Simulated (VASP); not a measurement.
# HgSbS (P-6m2) in VASP: single point with PBE

Aim: the single point of HgSbS with PBE.

Program: VASP 6.6.1. These are calculated values, not measurements. Logs are shortened: lines on timing, memory, paths and dates and some standing lists are left out, and cuts for length are marked.

## (1) The cell of the first run

Symmetry: P-6m2, No. 187, hexagonal system. Conventional cell: a = 4.445 Å, b = 4.445 Å, c = 4.303 Å, α = 90.00°, β = 90.00°, γ = 120.00°. Hg (site symmetry -6m2) has 6 S at 3.35 Å and 6 Sb at 3.35 Å and 2 Hg at 4.30 Å within 4.4 Å. Within 3.4 Å of Sb (site symmetry -6m2) lie 3 S at 2.57 Å and 6 Hg at 3.35 Å. Within 3.4 Å of S (site symmetry -6m2) lie 3 Sb at 2.57 Å and 6 Hg at 3.35 Å.

## (2) Single point, PBE

Input file INCAR:

```
SYSTEM = HgSbS
PREC = Accurate ; ENCUT = 520
EDIFF = 1E-6 ; ISMEAR = 0
SIGMA = 0.1 ; LREAL = .FALSE.
LASPH = .TRUE. ; NELM = 100
ALGO = Normal ; ISIF = 2
LWAVE = .FALSE. ; LCHARG = .FALSE.
GGA = PE ; NBANDS = 18
```

Input file KPOINTS:

```
regular mesh
0
G
  6 6 4
  0 0 0
```

Input file POSCAR:

```
HgSbS
1.0
    4.4447321300      0.0000000000      0.0000000000
   -2.2223660600      3.8492509400      0.0000000000
    0.0000000000      0.0000000000      4.3031329900
Hg Sb S
1 1 1
Direct
    0.0000000000      0.0000000000      0.5000000000
    0.6666666700      0.3333333300      0.0000000000
    0.3333333300      0.6666666700      0.0000000000
```

Potentials or basis: VASP PAW PBE potentials, release 64 (Hg, Sb, S).

Run with:

```console
$ cat potpaw_PBE.64/Hg/POTCAR potpaw_PBE.64/Sb/POTCAR potpaw_PBE.64/S/POTCAR > POTCAR
$ mpirun -np 1 vasp_std > vasp.out
```

OUTCAR:

```text
SYSTEM = HgSbS
   PREC = Accurate
   ENCUT = 520
   EDIFF = 1E-6
   ISMEAR = 0
   LREAL = .FALSE.
   LASPH = .TRUE.
   NELM = 100
   ISIF = 2
   GGA = PE

 ion  position               nearest neighbor table
   1  0.000  0.000  0.500-   2 3.35   2 3.35   2 3.35   2 3.35   2 3.35   2 3.35
   2  0.667  0.333  0.000-   3 2.57   3 2.57   3 2.57   1 3.35   1 3.35   1 3.35   1 3.35   1 3.35
                             1 3.35
   3  0.333  0.667  0.000-   2 2.57   2 2.57   2 2.57

  LATTYP: Found a hexagonal cell.
 ALAT       =     4.4447321300
 C/A-ratio  =     0.9681422556

  Lattice vectors:

 A1 = (   4.4447321300,   0.0000000000,   0.0000000000)
 A2 = (  -2.2223660600,   3.8492509400,   0.0000000000)
 A3 = (   0.0000000000,   0.0000000000,   4.3031329900)

Analysis of symmetry for initial positions (statically):
=====================================================================
 Subroutine PRICEL returns:
 Original cell was already a primitive cell.

 Routine SETGRP: Setting up the symmetry group for a
 hexagonal supercell.

 Subroutine GETGRP returns: Found 12 space group operations
 (whereof 12 operations were pure point group operations)
 out of a pool of 24 trial point group operations.

The static configuration has the point symmetry D_3h.

Analysis of symmetry for dynamics (positions and initial velocities):
=====================================================================
 Subroutine PRICEL returns:
 Original cell was already a primitive cell.

 Routine SETGRP: Setting up the symmetry group for a
 hexagonal supercell.

 Subroutine GETGRP returns: Found 12 space group operations
 (whereof 12 operations were pure point group operations)
 out of a pool of 24 trial point group operations.

The dynamic configuration has the point symmetry D_3h.

 Subroutine INISYM returns: Found 12 space group operations
 (whereof 12 operations are pure point group operations),
 and found     1 'primitive' translations

----------------------------------------------------------------------------------------

                                     Primitive cell

  volume of cell :      73.6218

  direct lattice vectors                    reciprocal lattice vectors
     4.444732130  0.000000000  0.000000000     0.224985437  0.129895402  0.000000000
    -2.222366060  3.849250940  0.000000000     0.000000000  0.259790805  0.000000000
     0.000000000  0.000000000  4.303132990     0.000000000  0.000000000  0.232388820

  length of vectors
     4.444732130  4.444732130  4.303132990     0.259790805  0.259790805  0.232388820

  position of ions in fractional coordinates (direct lattice)
     0.000000000  0.000000000  0.500000000
     0.666666670  0.333333330  0.000000000
     0.333333330  0.666666670  0.000000000

  ion indices of the primitive-cell ions
   primitive index   ion index
                 1           1
                 2           2
                 3           3

----------------------------------------------------------------------------------------

 KPOINTS: regular mesh

Automatic generation of k-mesh.
 Grid dimensions read from file:
 generate k-points for:    6    6    4

 Generating k-lattice:

  Cartesian coordinates                     Fractional coordinates (reciprocal lattice)
     0.037497573  0.021649234  0.000000000     0.166666667  0.000000000  0.000000000
     0.000000000  0.043298467  0.000000000     0.000000000  0.166666667  0.000000000
     0.000000000  0.000000000  0.058097205     0.000000000  0.000000000  0.250000000

  Length of vectors
     0.043298467  0.043298467  0.058097205

  Shift w.r.t. Gamma in fractional coordinates (k-lattice)
     0.000000000  0.000000000  0.000000000

 Subroutine IBZKPT returns following result:
 ===========================================

 Found     21 irreducible k-points:

 Following reciprocal coordinates:
            Coordinates               Weight
  0.000000  0.000000  0.000000      1.000000
  0.166667  0.000000  0.000000      6.000000
  0.333333  0.000000  0.000000      6.000000
  0.500000 -0.000000  0.000000      3.000000
  0.166667  0.166667  0.000000      6.000000
  0.333333  0.166667  0.000000     12.000000
[... 13 lines left out ...]
  0.333333  0.166667  0.500000     12.000000
  0.333333  0.333333  0.500000      2.000000
   k-points           NKPTS =     21   k-points in BZ     NKDIM =     21   number of bands    NBANDS=     18
   number of dos      NEDOS =    301   number of ions     NIONS =      3
   total plane-waves  NPLWV =  41472
   dimension x,y,z NGX =    36 NGY =   36 NGZ =   32
   dimension x,y,z NGXF=    72 NGYF=   72 NGZF=   64
   ions per type =               1   1   1
   NGX,Y,Z   is equivalent  to a cutoff of  13.47, 13.47, 12.36 a.u.
   NGXF,Y,Z  is equivalent  to a cutoff of  26.93, 26.93, 24.73 a.u.
 SYSTEM =  HgSbS
   PREC   = accura    normal or accurate (medium, high low for compatibility)
   ISTART =      0    job   : 0-new  1-cont  2-samecut
   ICHARG =      2    charge: 1-file 2-atom 10-const
   ISPIN  =      1    spin polarized calculation?
   LNONCOLLINEAR =      F non collinear calculations
   LSORBIT =      F    spin-orbit coupling
   LASPH  =      T    aspherical Exc in radial PAW
   ENCUT  =  520.0 eV  38.22 Ry    6.18 a.u.   8.26  8.26  8.00*2*pi/ulx,y,z
   NELM   =    100;   NELMIN=  2; NELMDL= -5     # of ELM steps
   EDIFF  = 0.1E-05   stopping-criterion for ELM
   LREAL  =      F    real-space projection
   EDIFFG = 0.1E-04   stopping-criterion for IOM
   NSW    =      0    number of steps for IOM
   IBRION =     -1    ionic relax: 0-MD 1-quasi-New 2-CG
   NFREE  =      0    steps in history (QN), initial steepest desc. (CG)
   ISIF   =      2    stress and relaxation
   ISYM   =      2    0-nonsym 1-usesym 2-fastsym
   POTIM  = 0.5000    time-step for ionic-motion
   TEBEG  =    0.0;   TEEND  =   0.0 temperature during run
   PSTRESS=    0.0 pullay stress
   NELECT =      23.0000    total number of electrons
   NUPDOWN=      -1.0000    fix difference up-down
   EMIN   =  10.00;   EMAX   =-10.00  energy-range for DOS
   EFERMI =   0.00;   METHOD = LEGACY
   ISMEAR =     0;   SIGMA  =   0.10  broadening in eV -4-tet -1-fermi 0-gaus
   EFERMI_NEDOS =   21; number of points for ismear=-14 and -15
   IALGO  =     38    algorithm
   IMIX   =      4    mixing-type and parameters
     AMIX     =   0.40;   BMIX     =  1.00
     AMIX_MAG =   1.60;   BMIX_MAG =  1.00
  volume/ion in A,a.u.               =      24.54       165.61
  Fermi-wavevector in a.u.,A,eV,Ry     =   1.110833  2.099169 16.788894  1.233949
  Thomas-Fermi vector in A             =   2.247389
   LORBIT       =      0    0 simple, 1 ext, 2 COOP (PROOUT), +10 PAW based schemes
   GGA     = PE    functional components
   LHFCALC =     F    Hartree Fock is set to
   AEXX    =    0.0000 exact exchange contribution
   IVDW    =     0    specifies the selected vdW correction
   LEPSILON=     F    determine dielectric tensor
   LRPA    =     F    only Hartree local field effects (RPA)
 non-spin polarized calculation
 Gauss-broadening in eV      SIGMA  =   0.10
  energy-cutoff  :      520.00
  volume of cell :       73.62
 maximum number of plane-waves:      2010
 NGX is ok and might be reduce to    36
   NGX = 17   NGY = 17   NGZ = 17

 number of electron      22.9999998 magnetization

 Free energy of the ion-electron system (eV)
  ---------------------------------------------------
  ext. energy  EPLUGINS =         0.00000000
  ---------------------------------------------------
  free energy    TOTEN  =        -7.58525717 eV

  energy without entropy =       -7.58012795  energy(sigma->0) =       -7.58269256

 E-fermi :   5.2981     XC(G=0):  -9.9866

 val. band max:        5.2703305134   @ k =   0.1667   0.1667   0.5000
 cond. band min:       5.4328986860   @ k =   0.3333   0.1667   0.0000
 fundamental gap:      0.1625681727
 Fermi energy:         5.2981492355

 k-point     1 :       0.0000    0.0000    0.0000
  band No.  band energies     occupation
      1      -9.4399      2.00000
      2      -2.1231      2.00000
      3      -1.3036      2.00000
      4      -1.3036      2.00000
      5      -1.2653      2.00000
      6      -1.0879      2.00000
[... 10 lines left out ...]
     17      13.5409      0.00000
     18      13.7569      0.00000

 k-point     2 :       0.1667    0.0000    0.0000
  band No.  band energies     occupation
      1      -9.2517      2.00000
      2      -3.1879      2.00000
      3      -1.2700      2.00000
      4      -1.2458      2.00000
      5      -1.1740      2.00000
      6      -1.0943      2.00000
[... 10 lines left out ...]
     17      12.5146      0.00000
     18      12.9860      0.00000

 k-point     3 :       0.3333    0.0000    0.0000
  band No.  band energies     occupation
      1      -8.7762      2.00000
      2      -4.5780      2.00000
      3      -1.3179      2.00000
      4      -1.3074      2.00000
      5      -1.1070      2.00000
      6      -1.0853      2.00000
[... 10 lines left out ...]
     17      11.9236      0.00000
     18      12.7044      0.00000

 k-point     4 :       0.5000   -0.0000    0.0000
  band No.  band energies     occupation
      1      -8.4453      2.00000
      2      -5.2490      2.00000
      3      -1.3728      2.00000
      4      -1.3609      2.00000
      5      -1.1133      2.00000
      6      -0.9386      2.00000
[... 312 lines left out ...]
      4      -1.1768      2.00000
      5      -1.1541      2.00000
      6      -1.1326      2.00000
[... 10 lines left out ...]
     17      11.5241      0.00000
     18      14.4007      0.00000

 k-point    20 :       0.3333    0.1667    0.5000
  band No.  band energies     occupation
      1      -8.3714      2.00000
      2      -4.8592      2.00000
      3      -1.5348      2.00000
      4      -1.2198      2.00000
      5      -1.0178      2.00000
      6      -0.9578      2.00000
[... 10 lines left out ...]
     17      12.1340      0.00000
     18      15.0437      0.00000

 k-point    21 :       0.3333    0.3333    0.5000
  band No.  band energies     occupation
      1      -8.2079      2.00000
      2      -5.1672      2.00000
      3      -1.1710      2.00000
      4      -1.1325      2.00000
      5      -1.0918      2.00000
      6      -1.0897      2.00000
[... 10 lines left out ...]
     17      12.9966      0.00000
     18      13.9201      0.00000

------------------------ aborting loop because EDIFF is reached ----------------------------------------

  FORCE on cell =-STRESS in cart. coord.  units (eV):
  Direction    XX          YY          ZZ          XY          YZ          ZX
  --------------------------------------------------------------------------------------
  -------------------------------------------------------------------------------------
  Total        4.6224506      4.6224506      0.6571193      0.0000000      0.0000000     -0.0000000
  in kB      100.5949728    100.5949729     14.3004017      0.0000001      0.0000000     -0.0000000
  external PRESSURE =      71.8301158 kB  Pullay stress =       0.0000000 kB

 VOLUME and BASIS-vectors are now :
 -----------------------------------------------------------------------------
  energy-cutoff  :      520.00
  volume of cell :       73.62
      direct lattice vectors                 reciprocal lattice vectors
     4.444732130  0.000000000  0.000000000     0.224985437  0.129895402  0.000000000
    -2.222366060  3.849250940  0.000000000     0.000000000  0.259790805  0.000000000
     0.000000000  0.000000000  4.303132990     0.000000000  0.000000000  0.232388820

 POSITION                                       TOTAL-FORCE (eV/Angst)
 -----------------------------------------------------------------------------------
      0.00000      0.00000      2.15157         0.000000     -0.000000      0.000000
      2.22237      1.28308      0.00000        -0.000000      0.000000      0.000000
     -0.00000      2.56617      0.00000         0.000000     -0.000000      0.000000
 -----------------------------------------------------------------------------------
    total drift:                                0.000010     -0.000006      0.000000

  FREE ENERGIE OF THE ION-ELECTRON SYSTEM (eV)
  ---------------------------------------------------
  free  energy   TOTEN  =        -7.5852571652 eV

  energy  without entropy=       -7.5801279477  energy(sigma->0) =       -7.58269256
```

Wall time 13 s (1 thread of Intel Xeon Platinum 8488C (Sapphire Rapids), shared host); peak memory 0.21 GiB.

What came out:

| Item | Value |
| --- | --- |
| Free energy | -7.5853 eV |
| Pressure | 7.2 GPa |

Levels at points of the mesh, in eV from the Fermi level:
| k point | band 9 | band 10 | band 11 | band 12 | band 13 | band 14 |
| --- | --- | --- | --- | --- | --- | --- |
| (0.00, 0.00, 0.00) | -4.31 | -3.86 | -2.47 | -0.23 | -0.23 | 1.70 |
| (0.50, 0.00, 0.00) | -4.43 | -2.32 | -0.41 | -0.06 | 2.42 | 3.50 |
| (0.00, 0.00, 0.50) | -4.55 | -4.55 | -0.41 | 1.03 | 1.03 | 2.49 |
| (0.50, 0.00, 0.50) | -4.25 | -3.86 | -3.08 | -0.12 | 2.15 | 2.85 |

Caveat: the k points lie up to 0.37 Å⁻¹ apart; spin-orbit coupling is left out, which moves the levels of the heavy elements.
